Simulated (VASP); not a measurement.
# Si2Ni (Fm-3m) in VASP: further runs

Runs on Si2Ni. Level: LDA. Tasks: single point.

All numbers are computed with VASP 6.6.1; they aren't measurements. Logs are shortened: lines on timing, memory, paths and dates and some standing lists are left out, and cuts for length are marked.

## (1) The cell of the first run

The structure is cubic, space group Fm-3m (No. 225). Conventional cell: a = 5.009 Å, b = 5.009 Å, c = 5.009 Å, α = 90.00°, β = 90.00°, γ = 90.00°. Si (site symmetry -43m) has 4 Ni at 2.17 Å and 6 Si at 2.50 Å within 2.9 Å. Ni (site symmetry m-3m) has 8 Si at 2.17 Å within 2.9 Å.

## (2) Single point, LDA

INCAR reads:

```
SYSTEM = Si2Ni
PREC     = Accurate       ! precision mode
ENCUT    = 520            ! plane-wave cutoff, eV
EDIFF    = 1E-7           ! SCF threshold, eV
ISMEAR   = 0              ! smearing method
SIGMA    = 0.15           ! smearing width, eV
LREAL    = .FALSE.        ! projectors in reciprocal space
LASPH    = .TRUE.         ! aspherical terms in the spheres
NELM     = 60             ! most SCF steps
ALGO     = Normal         ! electronic algorithm
ISIF     = 2              ! what is computed and relaxed
LWAVE    = .FALSE.        ! write WAVECAR
LCHARG   = .FALSE.        ! write CHGCAR
GGA      = CA             ! functional
NBANDS   = 16             ! bands
```

KPOINTS reads:

```
regular mesh
0
G
  14 14 14
  0 0 0
```

POSCAR reads:

```
Si2Ni
1.0
    0.0000000000      2.5042594055      2.5042594055
    2.5042594055      0.0000000000      2.5042594055
    2.5042594055      2.5042594055      0.0000000000
Si Ni
2 1
Direct
    0.2500000000      0.2500000000      0.2500000000
    0.7500000000      0.7500000000      0.7500000000
    0.0000000000      0.0000000000      0.0000000000
```

Potentials or basis: VASP PAW LDA potentials, release 64 (Si, Ni).

Run with:

```sh
> cat potpaw_LDA.64/Si/POTCAR potpaw_LDA.64/Ni/POTCAR > POTCAR
> mpirun -np 1 vasp_std > vasp.out
```

OUTCAR:

```text
SYSTEM = Si2Ni
   PREC = Accurate
   ENCUT = 520
   EDIFF = 1E-7
   ISMEAR = 0
   LREAL = .FALSE.
   LASPH = .TRUE.
   NELM = 60
   ISIF = 2
   GGA = CA

 ion  position               nearest neighbor table
   1  0.250  0.250  0.250-   3 2.17   3 2.17   3 2.17   3 2.17   2 2.50   2 2.50   2 2.50   2 2.50
                             2 2.50   2 2.50
   2  0.750  0.750  0.750-   3 2.17   3 2.17   3 2.17   3 2.17   1 2.50   1 2.50   1 2.50   1 2.50
                             1 2.50   1 2.50
   3  0.000  0.000  0.000-   2 2.17   2 2.17   2 2.17   1 2.17   2 2.17   1 2.17   1 2.17   1 2.17

  LATTYP: Found a face centered cubic cell.
 ALAT       =     5.0085188110

  Lattice vectors:

 A1 = (   0.0000000000,   2.5042594055,   2.5042594055)
 A2 = (   2.5042594055,   0.0000000000,   2.5042594055)
 A3 = (   2.5042594055,   2.5042594055,   0.0000000000)

Analysis of symmetry for initial positions (statically):
=====================================================================
 Subroutine PRICEL returns:
 Original cell was already a primitive cell.

 Routine SETGRP: Setting up the symmetry group for a
 face centered cubic supercell.

 Subroutine GETGRP returns: Found 48 space group operations
 (whereof 48 operations were pure point group operations)
 out of a pool of 48 trial point group operations.

The static configuration has the point symmetry O_h .

Analysis of symmetry for dynamics (positions and initial velocities):
=====================================================================
 Subroutine PRICEL returns:
 Original cell was already a primitive cell.

 Routine SETGRP: Setting up the symmetry group for a
 face centered cubic supercell.

 Subroutine GETGRP returns: Found 48 space group operations
 (whereof 48 operations were pure point group operations)
 out of a pool of 48 trial point group operations.

The dynamic configuration has the point symmetry O_h .

 Subroutine INISYM returns: Found 48 space group operations
 (whereof 48 operations are pure point group operations),
 and found     1 'primitive' translations

----------------------------------------------------------------------------------------

                                     Primitive cell

  volume of cell :      31.4100

  direct lattice vectors                    reciprocal lattice vectors
     0.000000000  2.504259406  2.504259406    -0.199659827  0.199659827  0.199659827
     2.504259406  0.000000000  2.504259406     0.199659827 -0.199659827  0.199659827
     2.504259406  2.504259406  0.000000000     0.199659827  0.199659827 -0.199659827

  length of vectors
     3.541557615  3.541557615  3.541557615     0.345820965  0.345820965  0.345820965

  position of ions in fractional coordinates (direct lattice)
     0.250000000  0.250000000  0.250000000
     0.750000000  0.750000000  0.750000000
     0.000000000  0.000000000  0.000000000

  ion indices of the primitive-cell ions
   primitive index   ion index
                 1           1
                 2           2
                 3           3

----------------------------------------------------------------------------------------

 KPOINTS: regular mesh

Automatic generation of k-mesh.
 Grid dimensions read from file:
 generate k-points for:   14   14   14

 Generating k-lattice:

  Cartesian coordinates                     Fractional coordinates (reciprocal lattice)
    -0.014261416  0.014261416  0.014261416     0.071428571  0.000000000  0.000000000
     0.014261416 -0.014261416  0.014261416     0.000000000  0.071428571  0.000000000
     0.014261416  0.014261416 -0.014261416     0.000000000  0.000000000  0.071428571

  Length of vectors
     0.024701497  0.024701497  0.024701497

  Shift w.r.t. Gamma in fractional coordinates (k-lattice)
     0.000000000  0.000000000  0.000000000

 Subroutine IBZKPT returns following result:
 ===========================================

 Found    104 irreducible k-points:

 Following reciprocal coordinates:
            Coordinates               Weight
  0.000000  0.000000  0.000000      1.000000
  0.071429  0.000000  0.000000      8.000000
  0.142857  0.000000  0.000000      8.000000
  0.214286  0.000000  0.000000      8.000000
  0.285714  0.000000  0.000000      8.000000
  0.357143  0.000000  0.000000      8.000000
[... 16 lines left out ...]
  0.214286  0.142857  0.000000     24.000000
  0.285714  0.142857  0.000000     24.000000
 [... further k-points ...]
   k-points           NKPTS =    104   k-points in BZ     NKDIM =    104   number of bands    NBANDS=     16
   number of dos      NEDOS =    301   number of ions     NIONS =      3
   total plane-waves  NPLWV =  21952
   dimension x,y,z NGX =    28 NGY =   28 NGZ =   28
   dimension x,y,z NGXF=    56 NGYF=   56 NGZF=   56
   ions per type =               2   1
   NGX,Y,Z   is equivalent  to a cutoff of  13.14, 13.14, 13.14 a.u.
   NGXF,Y,Z  is equivalent  to a cutoff of  26.29, 26.29, 26.29 a.u.
 SYSTEM =  Si2Ni
   PREC   = accura    normal or accurate (medium, high low for compatibility)
   ISTART =      0    job   : 0-new  1-cont  2-samecut
   ICHARG =      2    charge: 1-file 2-atom 10-const
   ISPIN  =      1    spin polarized calculation?
   LNONCOLLINEAR =      F non collinear calculations
   LSORBIT =      F    spin-orbit coupling
   LASPH  =      T    aspherical Exc in radial PAW
   ENCUT  =  520.0 eV  38.22 Ry    6.18 a.u.   6.58  6.58  6.58*2*pi/ulx,y,z
   NELM   =     60;   NELMIN=  2; NELMDL= -5     # of ELM steps
   EDIFF  = 0.1E-06   stopping-criterion for ELM
   LREAL  =      F    real-space projection
   EDIFFG = 0.1E-05   stopping-criterion for IOM
   NSW    =      0    number of steps for IOM
   IBRION =     -1    ionic relax: 0-MD 1-quasi-New 2-CG
   NFREE  =      0    steps in history (QN), initial steepest desc. (CG)
   ISIF   =      2    stress and relaxation
   ISYM   =      2    0-nonsym 1-usesym 2-fastsym
   POTIM  = 0.5000    time-step for ionic-motion
   TEBEG  =    0.0;   TEEND  =   0.0 temperature during run
   PSTRESS=    0.0 pullay stress
   NELECT =      18.0000    total number of electrons
   NUPDOWN=      -1.0000    fix difference up-down
   EMIN   =  10.00;   EMAX   =-10.00  energy-range for DOS
   EFERMI =   0.00;   METHOD = LEGACY
   ISMEAR =     0;   SIGMA  =   0.15  broadening in eV -4-tet -1-fermi 0-gaus
   EFERMI_NEDOS =   21; number of points for ismear=-14 and -15
   IALGO  =     38    algorithm
   IMIX   =      4    mixing-type and parameters
     AMIX     =   0.40;   BMIX     =  1.00
     AMIX_MAG =   1.60;   BMIX_MAG =  1.00
  volume/ion in A,a.u.               =      10.47        70.66
  Fermi-wavevector in a.u.,A,eV,Ry     =   1.359804  2.569657 25.158087  1.849067
  Thomas-Fermi vector in A             =   2.486521
   LORBIT       =      0    0 simple, 1 ext, 2 COOP (PROOUT), +10 PAW based schemes
   GGA     = CA    functional components
   LHFCALC =     F    Hartree Fock is set to
   AEXX    =    0.0000 exact exchange contribution
   IVDW    =     0    specifies the selected vdW correction
   LEPSILON=     F    determine dielectric tensor
   LRPA    =     F    only Hartree local field effects (RPA)
 non-spin polarized calculation
 Gauss-broadening in eV      SIGMA  =   0.15
  energy-cutoff  :      520.00
  volume of cell :       31.41
 maximum number of plane-waves:       877
   NGX = 13   NGY = 13   NGZ = 13

 number of electron      17.9999996 magnetization

 Free energy of the ion-electron system (eV)
  ---------------------------------------------------
  ext. energy  EPLUGINS =         0.00000000
  ---------------------------------------------------
  free energy    TOTEN  =       -18.95743831 eV

  energy without entropy =      -18.94840126  energy(sigma->0) =      -18.95291979

 E-fermi :  14.3925     XC(G=0): -12.8355

 val. band max:       14.3516846821   @ k =   0.5000   0.3571   0.0000
 cond. band min:      14.3944701425   @ k =   0.2143   0.0714   0.0000
 fundamental gap:      0.0427854604
 Fermi energy:        14.3925298664

 k-point     1 :       0.0000    0.0000    0.0000
  band No.  band energies     occupation
      1      -2.0234      2.00000
      2       7.2009      2.00000
      3       7.2009      2.00000
      4       7.2009      2.00000
      5       9.1151      2.00000
      6       9.1151      2.00000
[... 8 lines left out ...]
     15      19.4344      0.00000
     16      19.4344      0.00000

 k-point     2 :       0.0714    0.0000    0.0000
  band No.  band energies     occupation
      1      -1.9337      2.00000
      2       7.0861      2.00000
      3       7.2301      2.00000
      4       7.2301      2.00000
      5       9.0967      2.00000
      6       9.0967      2.00000
[... 8 lines left out ...]
     15      18.8688      0.00000
     16      19.2731      0.00000

 k-point     3 :       0.1429    0.0000    0.0000
  band No.  band energies     occupation
      1      -1.6660      2.00000
      2       6.7414      2.00000
      3       7.3105      2.00000
      4       7.3105      2.00000
      5       9.0547      2.00000
      6       9.0547      2.00000
[... 8 lines left out ...]
     15      18.8428      0.00000
     16      19.3443      0.00000

 k-point     4 :       0.2143    0.0000    0.0000
  band No.  band energies     occupation
      1      -1.2242      2.00000
      2       6.1614      2.00000
      3       7.4201      2.00000
      4       7.4201      2.00000
      5       9.0257      2.00000
      6       9.0257      2.00000
[... 8 lines left out ...]
     15      19.1187      0.00000
     16      20.6837      0.00000

 k-point     5 :       0.2857    0.0000    0.0000
  band No.  band energies     occupation
      1      -0.6160      2.00000
      2       5.3455      2.00000
      3       7.5233      2.00000
      4       7.5233      2.00000
      5       9.0565      2.00000
      6       9.0565      2.00000
[... 8 lines left out ...]
     15      20.3254      0.00000
     16      21.9785      0.00000

 k-point     6 :       0.3571    0.0000    0.0000
  band No.  band energies     occupation
      1       0.1452      2.00000
      2       4.3425      2.00000
      3       7.5893      2.00000
      4       7.5893      2.00000
      5       9.1703      2.00000
      6       9.1703      2.00000
[... 8 lines left out ...]
     15      21.6710      0.00000
     16      23.3092      0.00000
[... 267 lines left out ...]
 k-point    21 :      -0.0714    0.0714    0.0000
  band No.  band energies     occupation
      1      -1.7847      2.00000
      2       6.9261      2.00000
      3       7.2272      2.00000
      4       7.2998      2.00000
      5       9.0150      2.00000
      6       9.1218      2.00000
[... 8 lines left out ...]
     15      18.8164      0.00000
     16      19.6938      0.00000

 k-point    22 :       0.1429    0.1429    0.0000
  band No.  band energies     occupation
      1      -1.5467      2.00000
      2       6.8074      2.00000
      3       7.2808      2.00000
      4       7.2808      2.00000
      5       8.7815      2.00000
      6       9.2234      2.00000
[... 8 lines left out ...]
     15      19.9462      0.00000
     16      19.9462      0.00000

 k-point    23 :       0.2143    0.1429    0.0000
  band No.  band energies     occupation
      1      -1.2220      2.00000
      2       6.5011      2.00000
      3       7.3457      2.00000
      4       7.3650      2.00000
      5       8.6122      2.00000
      6       9.2667      2.00000
[... 8 lines left out ...]
     15      20.4999      0.00000
     16      20.8287      0.00000

 k-point    24 :       0.2857    0.1429    0.0000
  band No.  band energies     occupation
      1      -0.7267      2.00000
      2       5.9515      2.00000
      3       7.4399      2.00000
      4       7.4557      2.00000
      5       8.5039      2.00000
      6       9.3133      2.00000
[... 8 lines left out ...]
     15      21.6411      0.00000
     16      22.3253      0.00000

 [... further k-points ...]

------------------------ aborting loop because EDIFF is reached ----------------------------------------

  FORCE on cell =-STRESS in cart. coord.  units (eV):
  Direction    XX          YY          ZZ          XY          YZ          ZX
  --------------------------------------------------------------------------------------
  -------------------------------------------------------------------------------------
  Total       10.3403564     10.3403564     10.3403564     -0.0000000     -0.0000000      0.0000000
  in kB      527.4461827    527.4461827    527.4461827     -0.0000000     -0.0000000      0.0000000
  external PRESSURE =     527.4461827 kB  Pullay stress =       0.0000000 kB

 VOLUME and BASIS-vectors are now :
 -----------------------------------------------------------------------------
  energy-cutoff  :      520.00
  volume of cell :       31.41
      direct lattice vectors                 reciprocal lattice vectors
     0.000000000  2.504259406  2.504259406    -0.199659827  0.199659827  0.199659827
     2.504259406  0.000000000  2.504259406     0.199659827 -0.199659827  0.199659827
     2.504259406  2.504259406  0.000000000     0.199659827  0.199659827 -0.199659827

 POSITION                                       TOTAL-FORCE (eV/Angst)
 -----------------------------------------------------------------------------------
      1.25213      1.25213      1.25213        -0.000000     -0.000000     -0.000000
      3.75639      3.75639      3.75639         0.000000      0.000000      0.000000
      0.00000      0.00000      0.00000        -0.000000      0.000000      0.000000
 -----------------------------------------------------------------------------------
    total drift:                               -0.000000     -0.000000      0.000000

  FREE ENERGIE OF THE ION-ELECTRON SYSTEM (eV)
  ---------------------------------------------------
  free  energy   TOTEN  =       -18.9574383103 eV

  energy  without entropy=      -18.9484012634  energy(sigma->0) =      -18.95291979
```

It took 1.9 min on 1 thread of AMD EPYC 7R13, shared host; peak memory 0.15 GiB.

What came out:

```
Free energy            : -18.9574 eV
Pressure               : 52.7 GPa
Band gap on the k mesh : zero (band 9 reaches 15.92 eV, above the bottom of band 10 at 14.08 eV)
```

Spin polarisation is off, so any magnetic state and its effect on volume and gap are missing.

## (3) Single point, LDA

This run uses another cell than the first one, of 11.24 Å³/atom, 1.073 times its volume.

INCAR reads:

```
PREC     = Accurate       # precision mode
ENCUT    = 520            # plane-wave cutoff, eV
EDIFF    = 1E-7           # SCF threshold, eV
ISMEAR   = 0              # smearing method
SIGMA    = 0.15           # smearing width, eV
LREAL    = F              # projectors in reciprocal space
LASPH    = T              # aspherical terms in the spheres
NELM     = 100            # most SCF steps
ALGO     = Normal         # electronic algorithm
ISIF     = 2              # what is computed and relaxed
LWAVE    = F              # write WAVECAR
LCHARG   = F              # write CHGCAR
NBANDS   = 16             # bands
```

KPOINTS reads:

```
regular mesh
0
Gamma
  14 14 14
```

POSCAR reads:

```
Si2Ni
1.0
    0.0000000000      2.5638994933      2.5638994933
    2.5638994933      0.0000000000      2.5638994933
    2.5638994933      2.5638994933      0.0000000000
Si Ni
2 1
Direct
    0.2500000000      0.2500000000      0.2500000000
    0.7500000000      0.7500000000      0.7500000000
    0.0000000000      0.0000000000      0.0000000000
```

Potentials or basis: VASP PAW LDA potentials, release 64 (Si, Ni).

Run with:

```sh
> cat potpaw_LDA.64/Si/POTCAR potpaw_LDA.64/Ni/POTCAR > POTCAR
> mpirun -np 1 vasp_std > vasp.out
```

OUTCAR:

```text
PREC = Accurate
   ENCUT = 520
   EDIFF = 1E-7
   ISMEAR = 0
   LREAL = F
   LASPH = T
   NELM = 100
   ISIF = 2

 ion  position               nearest neighbor table
   1  0.250  0.250  0.250-   3 2.22   3 2.22   3 2.22   3 2.22   2 2.56   2 2.56   2 2.56   2 2.56
                             2 2.56   2 2.56
   2  0.750  0.750  0.750-   3 2.22   3 2.22   3 2.22   3 2.22   1 2.56   1 2.56   1 2.56   1 2.56
                             1 2.56   1 2.56
   3  0.000  0.000  0.000-   2 2.22   2 2.22   2 2.22   1 2.22   2 2.22   1 2.22   1 2.22   1 2.22

  LATTYP: Found a face centered cubic cell.
[... 645 lines left out ...]
     16      20.7448      0.00000

 [... further k-points ...]
[... 5 lines left out ...]
  --------------------------------------------------------------------------------------
  -------------------------------------------------------------------------------------
  Total        6.0550517      6.0550517      6.0550517      0.0000000      0.0000000     -0.0000000
  in kB      287.8030902    287.8030902    287.8030902      0.0000000      0.0000000     -0.0000000
  external PRESSURE =     287.8030902 kB  Pullay stress =       0.0000000 kB

 VOLUME and BASIS-vectors are now :
 -----------------------------------------------------------------------------
  energy-cutoff  :      520.00
  volume of cell :       33.71
      direct lattice vectors                 reciprocal lattice vectors
     0.000000000  2.563899493  2.563899493    -0.195015445  0.195015445  0.195015445
     2.563899493  0.000000000  2.563899493     0.195015445 -0.195015445  0.195015445
     2.563899493  2.563899493  0.000000000     0.195015445  0.195015445 -0.195015445

 POSITION                                       TOTAL-FORCE (eV/Angst)
 -----------------------------------------------------------------------------------
      1.28195      1.28195      1.28195         0.000000      0.000000      0.000000
      3.84585      3.84585      3.84585        -0.000000     -0.000000     -0.000000
      0.00000      0.00000      0.00000        -0.000000     -0.000000     -0.000000
 -----------------------------------------------------------------------------------
    total drift:                               -0.000000     -0.000000      0.000000

  FREE ENERGIE OF THE ION-ELECTRON SYSTEM (eV)
  ---------------------------------------------------
  free  energy   TOTEN  =       -19.5336492595 eV

  energy  without entropy=      -19.5242057563  energy(sigma->0) =      -19.52892751
```

OSZICAR:

```text
N       E                     dE             d eps       ncg     rms          rms(c)
DAV:   1     0.672595283501E+02    0.67260E+02   -0.79991E+03  3352   0.120E+03
DAV:   2    -0.180816932829E+02   -0.85341E+02   -0.78104E+02  3688   0.228E+02
DAV:   3    -0.217250360626E+02   -0.36433E+01   -0.35857E+01  4376   0.508E+01
DAV:   4    -0.217818990294E+02   -0.56863E-01   -0.56834E-01  3872   0.604E+00
DAV:   5    -0.217833015934E+02   -0.14026E-02   -0.14025E-02  4376   0.100E+00    0.181E+01
DAV:   6    -0.245400135709E+02   -0.27567E+01   -0.34105E+01  3584   0.143E+02    0.207E+01
DAV:   7    -0.196173835446E+02    0.49226E+01   -0.10628E+01  4192   0.928E+01    0.385E+00
DAV:   8    -0.196051978711E+02    0.12186E-01   -0.10735E+00  4920   0.142E+01    0.294E+00
DAV:   9    -0.195342052671E+02    0.70993E-01   -0.21637E-01  4080   0.104E+01    0.508E-01
DAV:  10    -0.195337259354E+02    0.47933E-03   -0.90463E-03  4552   0.162E+00    0.213E-01
DAV:  11    -0.195336446958E+02    0.81240E-04   -0.44796E-04  4040   0.159E-01    0.489E-02
DAV:  12    -0.195336513182E+02   -0.66223E-05   -0.23506E-05  4952   0.704E-02    0.130E-02
DAV:  13    -0.195336493067E+02    0.20115E-05   -0.31729E-06  4736   0.424E-02    0.449E-03
DAV:  14    -0.195336492595E+02    0.47157E-07   -0.87825E-07  4992   0.193E-02
   1 F= -.19533649E+02 E0= -.19528928E+02  d E =-.944350E-02
```

stdout:

```text
POSCAR found type information on POSCAR SiNi
 POSCAR found :  2 types and       3 ions
 scaLAPACK will be used
 LDA part: xc-table for (Slater(with rela. corr.)+CA(PZ))
 , standard interpolation
 POSCAR, INCAR and KPOINTS ok, starting setup
 FFT: planning ... GRIDC
 FFT: planning ... GRID_SOFT
 FFT: planning ... GRID
 WAVECAR not read
 entering main loop
```

Wall time 2.1 min (1 thread of AMD EPYC 7R13, shared host); peak memory 0.15 GiB.

What came out:

* Free energy: -19.5336 eV
* Pressure: 28.8 GPa
* Band gap on the k mesh: zero (band 9 reaches 14.83 eV, above the bottom of band 10 at 12.69 eV)
